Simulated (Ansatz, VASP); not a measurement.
NiMoIrPdW: VASP beside Ansatz

```
Ni Mo Pd Ir W
1.0
     4.19780    0.00000    0.00000
    -2.09890    3.63540    0.00000
     0.00000    0.00000    5.55261
Ni Mo Pd Ir W
1 1 1 1 1
Direct
  0.00000 0.00000 0.95775
  0.66667 0.33333 0.96161
  0.66667 0.33333 0.46295
  0.33333 0.66667 0.72572
  0.33333 0.66667 0.23642
```

Change from the starting cell: volume scaled by 1.06.

Alike in both runs: task single point; functional PBE; k mesh 6 × 6 × 4; occupations fermi-dirac, width 0.05 eV; collinear spin.

```csv
,VASP,Ansatz
version,VASP 6.6.1,Ansatz 0.2.0
potentials or method,"VASP PAW PBE potentials, release 64 (Ni, Mo_sv, Pd, Ir, W_sv), cutoff 520 eV","all-electron LAPW, scalar-relativistic"
```

Ansatz gave:

```
gap on the k mesh at the Fermi level (eV)                     : none
pressure (GPa)                                                : -11.3
traceless stress, the component that is largest in VASP (GPa) : -0.35
rms of the force components (eV/Å)                            : 0.072
net moment per atom (μB)                                      : 0.00
```

Q: What did VASP give for the same quantities?

A: gap on the k mesh at the Fermi level (eV): none; pressure (GPa): -11.2; traceless stress, the component that is largest in VASP (GPa): -0.36; rms of the force components (eV/Å): 0.076; net moment per atom (μB): 0.00.

Atom by atom the forces differ by 0.005 eV/Å (rms over components). A gap of «none» marks a metal or a gap that the smearing closes. Ansatz ran all-electron here, and VASP with PAW potentials.

Neither program's run includes spin-orbit coupling. Noted on Ansatz's run: the k mesh is thin for a metal, which can move the energy by tens of meV per atom.
